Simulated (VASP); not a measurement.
A run of VASP 6.6.1:

Contents of INCAR:

```
  PREC = Accurate
  ENCUT = 600
  EDIFF = 1E-7
  ISMEAR = 0
  SIGMA = 0.1
  LREAL = F
  LASPH = T
  NELM = 60
  ALGO = Normal
  ISIF = 3
  LWAVE = F
  LCHARG = F
  GGA = PE
  IBRION = 2
  NSW = 90
  EDIFFG = -0.04
```

The input KPOINTS:

```
Automatic mesh
0
Gamma
  3 3 4
```

Contents of POSCAR:

```
TlGaS3
1.0
    6.5839950000      0.0000000000      0.0000000000
   -3.2919975000      5.7019069300      0.0000000000
    0.0000000000      0.0000000000      5.5305558000
Tl Ga S
2 2 6
Direct
    0.3333333300      0.6666666700      0.7500000000
    0.6666666700      0.3333333300      0.2500000000
    0.0000000000      0.0000000000      0.0000000000
    0.0000000000      0.0000000000      0.5000000000
    0.8333333300      0.6666666700      0.7500000000
    0.3333333300      0.1666666700      0.7500000000
    0.8333333300      0.1666666700      0.7500000000
    0.1666666700      0.3333333300      0.2500000000
    0.6666666700      0.8333333300      0.2500000000
    0.1666666700      0.8333333300      0.2500000000
```

Potentials or basis: VASP PAW PBE potentials, release 64 (Tl_d, Ga_d, S).

Launch:

```bash
$ cat potpaw_PBE.64/Tl_d/POTCAR potpaw_PBE.64/Ga_d/POTCAR potpaw_PBE.64/S/POTCAR > POTCAR
$ mpirun -np 1 vasp_std > vasp.out
```

Hardware: 1 thread of Oxide Virtual Turin-like Processor (shared host).

Question: Estimate the wall time of this run.

Answer: Wall time 24 min on 1 thread of Oxide Virtual Turin-like Processor, on a shared host, peak memory 0.44 GiB. Counts: scf iterations 124, k points 9, ion steps 12.
